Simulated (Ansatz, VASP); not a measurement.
**One calculation of RbCl, two programs**

INCAR

```
PREC = Accurate ; ENCUT = 500
EDIFF = 1E-7 ; ISMEAR = 0
SIGMA = 0.02 ; LREAL = F
LASPH = T ; NELM = 120
ALGO = Normal ; ISIF = 3
LWAVE = F ; LCHARG = F
GGA = PE ; IBRION = 2
NSW = 100 ; EDIFFG = -0.005
GGA_COMPAT = F ; NELMIN = 4
```

KPOINTS

```
Automatic mesh
0
Gamma
  6 6 6
```

File POSCAR:

```
RbCl
1.0
    0.0000000000      3.3087073290      3.3087073290
    3.3087073290      0.0000000000      3.3087073290
    3.3087073290      3.3087073290      0.0000000000
Rb Cl
1 1
Direct
    0.0000000000      0.0000000000      0.0000000000
    0.5000000000      0.5000000000      0.5000000000
```

Input for Ansatz:

```yaml
crystal:
  lattice:
    - [0.0, 3.308707329, 3.308707329]
    - [3.308707329, 0.0, 3.308707329]
    - [3.308707329, 3.308707329, 0.0]
  atoms:
    - { symbol: Rb, position: [0.0, 0.0, 0.0] }
    - { symbol: Cl, position: [0.5, 0.5, 0.5] }
basis:
  ecutwfc: 420
kpoints:
  mp_grid: { grid: [6, 6, 6] }
hamiltonian:
  xc: pbe
scf:
  occupations: { method: gaussian, width: 0.02 }
output:
  forces: true
  stress: true
  eigenvalues: true
relax:
  adjacent_minimum: "off"
  f_tol: 0.005
  max_steps: 80
  cell: { stress_tol: 0.05 }
```

Alike in both runs: task relaxation of cell and atoms; functional PBE; k mesh 6 × 6 × 6; occupations gaussian, width 0.02 eV; no spin polarisation.

|  | VASP | Ansatz |
| --- | --- | --- |
| version | VASP 6.6.1 | Ansatz 0.2.0 |
| potentials or method | VASP PAW PBE potentials, release 64 (Rb_sv, Cl), cutoff 500 eV | scalar-relativistic, plane waves, PAW |
| valence electrons in the cell | 16 | 16 |

|  | VASP | Ansatz | Ansatz less VASP |
| --- | --- | --- | --- |
| gap on the k mesh at the Fermi level, each at its own relaxed structure (eV) | 4.83 | 4.84 | +0.008 |
| relaxed volume (Å³/atom) | 37.59 | 37.53 | -0.065 |
| relaxed cell length with the largest relative difference (Å) | 4.738 | 4.735 | -0.0027 |
